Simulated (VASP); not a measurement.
Runs of VASP 6.6.1 on Mg6ZrNb. The structure is orthorhombic, space group Amm2 (No. 38). The conventional cell has a = 4.983 Å, b = 6.175 Å, c = 11.289 Å, α = 90.00°, β = 90.00°, γ = 90.00°. Mg (site symmetry m) has 8 Mg at 2.98 to 3.29 Å and 2 Zr at 2.99 to 3.45 Å and 2 Nb at 3.23 Å within 3.9 Å. Mg (site symmetry mm2) has 10 Mg at 3.04 to 3.29 Å and 2 Zr at 3.10 Å within 4.0 Å. Within 3.9 Å of Mg (site symmetry m) lie 8 Mg at 2.98 to 3.27 Å and 2 Nb at 3.00 to 3.43 Å and 2 Zr at 3.24 Å. Within 4.0 Å of Mg (site symmetry mm2) lie 10 Mg at 3.04 to 3.27 Å and 2 Nb at 3.10 Å. Zr (site symmetry mm2) has 2 Nb at 2.75 Å and 10 Mg at 2.99 to 3.45 Å within 3.6 Å. Within 3.6 Å of Nb (site symmetry mm2) lie 2 Zr at 2.75 Å and 10 Mg at 3.00 to 3.43 Å. 

```csv
level,potentials or basis,U,smearing,gap on the mesh (eV),pressure (GPa),largest force (eV/Å)
LDA,"VASP PAW LDA potentials, release 64 (Mg, Zr_sv, Nb_sv)",-,gaussian 0.1 eV,none,-4.2,0.24
PBE,"VASP PAW PBE potentials, release 64 (Mg, Zr_sv, Nb_sv)",-,gaussian 0.1 eV,none,-0.3,0.09
PBE+U,"VASP PAW PBE potentials, release 64 (Mg, Zr_sv, Nb_sv)",Zr d U = 0.76 eV,gaussian 0.1 eV,none,-0.1,0.10
LDA,"VASP PAW LDA potentials, release 64 (Mg, Zr_sv, Nb_sv)",-,methfessel-paxton 0.0680285 eV,none,-4.2,0.26
PBE,"VASP PAW PBE potentials, release 64 (Mg, Zr_sv, Nb_sv)",-,fermi-dirac 0.272114 eV,none,(a),0.39
```

Alike in all rows: task single point; no spin polarisation; cell as given; k mesh 4 × 4 × 4; cutoff (eV) 520.

**Question.** Fill in the values left out.

**Answer.** (a) 0.3.

Caveats: the cell stands under tension (at least some runs); U without spin polarisation on a metal has little footing (at least some runs); the U is typed as a test and isn't derived for this compound (at least some runs).

A k mesh can miss the band edges, and the runs leave out spin-orbit coupling on Nb, Zr.

A gap of «none» marks levels without a gap at the run's occupations.
